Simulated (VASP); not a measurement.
# Nb (Pm-3n) in VASP: further runs, part 2 of 2

VASP 6.6.1. The steps go on from the part before.

**3. Single point, RPBE**

INCAR

```
SYSTEM = Nb
  PREC = Accurate
  ENCUT = 520
  EDIFF = 1E-6
  ISMEAR = -1
  SIGMA = 0.1
  LREAL = .False.
  LASPH = .True.
  NELM = 80
  ALGO = Normal
  ISIF = 2
  LWAVE = .False.
  LCHARG = .False.
  GGA = RP
  NBANDS = 62
```

KPOINTS

```
regular mesh
0
Gamma
  7 7 7
  0 0 0
```

POSCAR

```
Nb
1.0
    5.3298970330      0.0000000000      0.0000000000
    0.0000000000      5.3298970330      0.0000000000
    0.0000000000      0.0000000000      5.3298970330
Nb
8
Direct
    0.0000000000      0.0000000000      1.0000000000
    0.5000000000      0.5000000000      0.5000000000
    0.2500000000      1.0000000000      0.5000000000
    0.7500000000      0.0000000000      0.5000000000
    0.5000000000      0.2500000000      1.0000000000
    0.5000000000      0.7500000000      0.0000000000
    0.0000000000      0.5000000000      0.2500000000
    0.0000000000      0.5000000000      0.7500000000
```

Potentials or basis: VASP PAW PBE potentials, release 64 (Nb_sv).

Launch:

```bash
$ cat potpaw_PBE.64/Nb_sv/POTCAR > POTCAR
$ mpirun -np 1 vasp_std > vasp.out
```

OUTCAR:

```text
SYSTEM = Nb
   PREC = Accurate
   ENCUT = 520
   EDIFF = 1E-6
   ISMEAR = -1
   LREAL = .False.
   LASPH = .True.
   NELM = 80
   ISIF = 2
   GGA = RP

 ion  position               nearest neighbor table
   1  0.000  0.000  0.000-   3 2.98   4 2.98   5 2.98   6 2.98   7 2.98   8 2.98   3 2.98   4 2.98
                             7 2.98   8 2.98   5 2.98   6 2.98
   2  0.500  0.500  0.500-   3 2.98   4 2.98   5 2.98   6 2.98   7 2.98   8 2.98   5 2.98   6 2.98
                             3 2.98   4 2.98   7 2.98   8 2.98
   3  0.250  0.000  0.500-   4 2.66   4 2.66   1 2.98   1 2.98   2 2.98   2 2.98
   4  0.750  0.000  0.500-   3 2.66   3 2.66   1 2.98   1 2.98   2 2.98   2 2.98
   5  0.500  0.250  0.000-   6 2.66   6 2.66   1 2.98   2 2.98   2 2.98   1 2.98
   6  0.500  0.750  0.000-   5 2.66   5 2.66   1 2.98   2 2.98   2 2.98   1 2.98
   7  0.000  0.500  0.250-   8 2.66   8 2.66   1 2.98   2 2.98   1 2.98   2 2.98
   8  0.000  0.500  0.750-   7 2.66   7 2.66   1 2.98   2 2.98   1 2.98   2 2.98

  LATTYP: Found a simple cubic cell.
 ALAT       =     5.3298970330

  Lattice vectors:

 A1 = (   5.3298970330,   0.0000000000,   0.0000000000)
 A2 = (   0.0000000000,   5.3298970330,   0.0000000000)
 A3 = (   0.0000000000,   0.0000000000,   5.3298970330)

Analysis of symmetry for initial positions (statically):
=====================================================================
 Subroutine PRICEL returns:
 Original cell was already a primitive cell.

 Routine SETGRP: Setting up the symmetry group for a
 simple cubic supercell.

 Subroutine GETGRP returns: Found 48 space group operations
 (whereof 24 operations were pure point group operations)
 out of a pool of 48 trial point group operations.

The static configuration has the point symmetry T_h .
 The point group associated with its full space group is O_h .

Analysis of symmetry for dynamics (positions and initial velocities):
[... 141 lines left out ...]
  Fermi-wavevector in a.u.,A,eV,Ry     =   1.444443  2.729602 28.387414  2.086416
  Thomas-Fermi vector in A             =   2.562738
   LORBIT       =      0    0 simple, 1 ext, 2 COOP (PROOUT), +10 PAW based schemes
   GGA     = RP    functional components
   LHFCALC =     F    Hartree Fock is set to
   AEXX    =    0.0000 exact exchange contribution
   IVDW    =     0    specifies the selected vdW correction
   LEPSILON=     F    determine dielectric tensor
   LRPA    =     F    only Hartree local field effects (RPA)
 non-spin polarized calculation
  energy-cutoff  :      520.00
  volume of cell :      151.41
 maximum number of plane-waves:      4098
 NGX is ok and might be reduce to    40
   NGX = 19   NGY = 19   NGZ = 19

 number of electron     104.0000002 magnetization

 Free energy of the ion-electron system (eV)
  ---------------------------------------------------
  ext. energy  EPLUGINS =         0.00000000
  ---------------------------------------------------
  free energy    TOTEN  =       -77.02303843 eV

  energy without entropy =      -76.64133031  energy(sigma->0) =      -76.83218437

 E-fermi :  10.6526     XC(G=0): -12.1731

 val. band max:       10.6512922459   @ k =   0.2857   0.1429   0.1429
 cond. band min:      10.6930482442   @ k =   0.2857   0.0000   0.0000
 fundamental gap:      0.0417559983
 Fermi energy:        10.6526049109

 k-point     1 :       0.0000    0.0000    0.0000
  band No.  band energies     occupation
      1     -43.9541      2.00000
      2     -43.8327      2.00000
      3     -43.8327      2.00000
      4     -43.7396      2.00000
      5     -43.6809      2.00000
      6     -43.6309      2.00000
[... 1289 lines left out ...]
     61      13.4226      0.00000
     62      13.5074      0.00000

------------------------ aborting loop because EDIFF is reached ----------------------------------------

  FORCE on cell =-STRESS in cart. coord.  units (eV):
  Direction    XX          YY          ZZ          XY          YZ          ZX
  --------------------------------------------------------------------------------------
  -------------------------------------------------------------------------------------
  Total       -0.3322406     -0.3322406     -0.3322406      0.0000000      0.0000000      0.0000000
  in kB       -3.5156598     -3.5156598     -3.5156598      0.0000000      0.0000000      0.0000000
  external PRESSURE =      -3.5156598 kB  Pullay stress =       0.0000000 kB

 VOLUME and BASIS-vectors are now :
 -----------------------------------------------------------------------------
  energy-cutoff  :      520.00
  volume of cell :      151.41
      direct lattice vectors                 reciprocal lattice vectors
     5.329897033  0.000000000  0.000000000     0.187620885  0.000000000  0.000000000
     0.000000000  5.329897033  0.000000000     0.000000000  0.187620885  0.000000000
     0.000000000  0.000000000  5.329897033     0.000000000  0.000000000  0.187620885

 POSITION                                       TOTAL-FORCE (eV/Angst)
 -----------------------------------------------------------------------------------
      0.00000      0.00000      0.00000         0.000000      0.000000     -0.000000
      2.66495      2.66495      2.66495         0.000000      0.000000     -0.000000
      1.33247      0.00000      2.66495         0.000000      0.000000      0.000000
      3.99742      0.00000      2.66495        -0.000000     -0.000000     -0.000000
      2.66495      1.33247      0.00000        -0.000000     -0.000000     -0.000000
      2.66495      3.99742      0.00000         0.000000      0.000000      0.000000
      0.00000      2.66495      1.33247        -0.000000     -0.000000     -0.000000
      0.00000      2.66495      3.99742         0.000000      0.000000      0.000000
 -----------------------------------------------------------------------------------
    total drift:                                0.000000     -0.000000      0.000000

  FREE ENERGIE OF THE ION-ELECTRON SYSTEM (eV)
  ---------------------------------------------------
  free  energy   TOTEN  =       -77.0230384280 eV

  energy  without entropy=      -76.6413303134  energy(sigma->0) =      -76.83218437
```

OSZICAR:

```text
N       E                     dE             d eps       ncg     rms          rms(c)
DAV:   1     0.149878710665E+04    0.14988E+04   -0.57475E+04  2480   0.177E+03
DAV:   2     0.532875568168E+02   -0.14455E+04   -0.14215E+04  2800   0.765E+02
DAV:   3    -0.690676681711E+02   -0.12236E+03   -0.11907E+03  4000   0.155E+02
DAV:   4    -0.796893452370E+02   -0.10622E+02   -0.10315E+02  4312   0.425E+01
DAV:   5    -0.804418820821E+02   -0.75254E+00   -0.74311E+00  3888   0.107E+01    0.186E+01
DAV:   6    -0.772975295840E+02    0.31444E+01   -0.72448E+00  3632   0.158E+01    0.638E+00
DAV:   7    -0.769828277497E+02    0.31470E+00   -0.29432E+00  3800   0.965E+00    0.313E+00
DAV:   8    -0.769977286604E+02   -0.14901E-01   -0.56632E-01  3800   0.436E+00    0.256E+00
DAV:   9    -0.770261160741E+02   -0.28387E-01   -0.25673E-01  4088   0.330E+00    0.381E-01
DAV:  10    -0.770229478743E+02    0.31682E-02   -0.26897E-02  3624   0.103E+00    0.170E-01
DAV:  11    -0.770230346931E+02   -0.86819E-04   -0.26569E-03  4200   0.261E-01    0.502E-02
DAV:  12    -0.770230542312E+02   -0.19538E-04   -0.18989E-04  3960   0.925E-02    0.242E-02
DAV:  13    -0.770230378105E+02    0.16421E-04   -0.21818E-05  3720   0.350E-02    0.286E-03
DAV:  14    -0.770230384280E+02   -0.61749E-06   -0.13154E-06  1896   0.950E-03
   1 F= -.77023038E+02 E0= -.76832184E+02  d E =-.381708E+00
```

Wall time 4.9 min (1 thread of Intel Xeon 8259CL, shared host); peak memory 0.29 GiB.

What came out:

| Quantity | Value |
| --- | --- |
| Free energy | -77.0230 eV |
| Pressure | -0.4 GPa |
| Band gap on the k mesh | zero (bands 52 and 53 overlap by 0.49 eV) |

Caveat: the PAW data sets were made with another functional, which shifts forces and pressure a little.

**4. Relaxation of cell and atoms, RPBE**

This run uses another cell than the first one, of 17.98 Å³/atom.

INCAR

```
ALGO = Normal
EDIFF = 1E-6
EDIFFG = -0.01
ENCUT = 600
GGA = RP
IBRION = 2
ISIF = 3
ISMEAR = -1
LASPH = T
LCHARG = F
LREAL = F
LWAVE = F
NELM = 60
NSW = 80
PREC = Accurate
SIGMA = 0.1
```

KPOINTS

```
k-points
0
Gamma
  5 5 5
```

POSCAR

```
Nb
1.0
    5.2390584319      0.0000000000      0.0000000000
    0.0000000000      5.2390584319      0.0000000000
    0.0000000000      0.0000000000      5.2390584319
Nb
8
Direct
    0.0000000000      0.0000000000      0.0000000000
    0.5000000000      0.5000000000      0.5000000000
    0.2500000000      0.0000000000      0.5000000000
    0.7500000000      0.0000000000      0.5000000000
    0.5000000000      0.2500000000      0.0000000000
    0.5000000000      0.7500000000      0.0000000000
    0.0000000000      0.5000000000      0.2500000000
    0.0000000000      0.5000000000      0.7500000000
```

Launch:

```bash
$ cat potpaw_PBE.64/Nb_sv/POTCAR > POTCAR
$ mpirun -np 1 vasp_std > vasp.out
```

Run time: 11 min. Hardware: 1 thread of Intel Xeon 8259CL, shared host; peak memory 0.3 GiB.

Results (log left out):

```
Free energy                           : -77.0313 eV
Relaxed volume                        : 18.89 Å³/atom
Relaxed cell                          : a = 5.326 Å, b = 5.326 Å, c = 5.326 Å, α = 90.00°, β = 90.00°, γ = 90.00°
Space group after relaxing (to 0.1 Å) : Pm-3n (No. 223)
Energy gained by relaxing             : 23.7 meV/atom
Ionic steps                           : 4
Pressure after relaxing               : 0.0 GPa
Band gap on the k mesh                : zero (bands 52 and 53 overlap by 0.35 eV)
```

The path:
| step | energy change (eV) | largest force (eV/Å) | pressure (GPa) | volume (Å³) |
| --- | --- | --- | --- | --- |
| 1 | 0.0000 | 0.0000 | 8.62 | 143.80 |
| 2 | 0.3548 | 0.0000 | -11.82 | 164.88 |
| 3 | -0.1892 | 0.0000 | -0.20 | 151.30 |
| 4 | -0.1893 | 0.0000 | -0.01 | 151.12 |

Final structure:
```
CELL_PARAMETERS angstrom
5.32649 0.00000 0.00000
0.00000 5.32649 0.00000
0.00000 0.00000 5.32649
ATOMIC_POSITIONS crystal
Nb 0.00000 0.00000 0.00000
Nb 0.50000 0.50000 0.50000
Nb 0.25000 0.00000 0.50000
Nb 0.75000 0.00000 0.50000
Nb 0.50000 0.25000 0.00000
Nb 0.50000 0.75000 0.00000
Nb 0.00000 0.50000 0.25000
Nb 0.00000 0.50000 0.75000
```

Levels at points of the mesh, in eV from the Fermi level:
```tsv
k point	band 50	band 51	band 52	band 53	band 54	band 55
(0.00, 0.00, 0.00)	-0.31	-0.31	-0.31	-0.14	-0.14	0.59
```

Caveat: the PAW data sets were made with another functional, which shifts forces and pressure a little.

**5. The runs side by side**

```tsv
task	cell	k mesh	cutoff (eV)	gap on the mesh (eV)	pressure (GPa)
single point	a = 5.330 Å, 8 atoms	5 × 5 × 5	520	none	-0.3
single point	a = 5.330 Å, 8 atoms	7 × 7 × 7	520	none	-0.4
relaxation of cell and atoms	relaxed from a = 5.239 Å, 8 atoms	5 × 5 × 5	600	none	0.0
```

Alike in all rows: level RPBE; potentials or basis VASP PAW PBE potentials, release 64 (Nb_sv); no spin polarisation; smearing fermi-dirac 0.1 eV.

Caveats: the PAW data sets were made with another functional, which shifts forces and pressure a little.

Total energies depend on the potentials used, so only differences within one code and one set of settings carry meaning.

The gap in the log of VASP goes by the Fermi energy; the results here count the filled bands.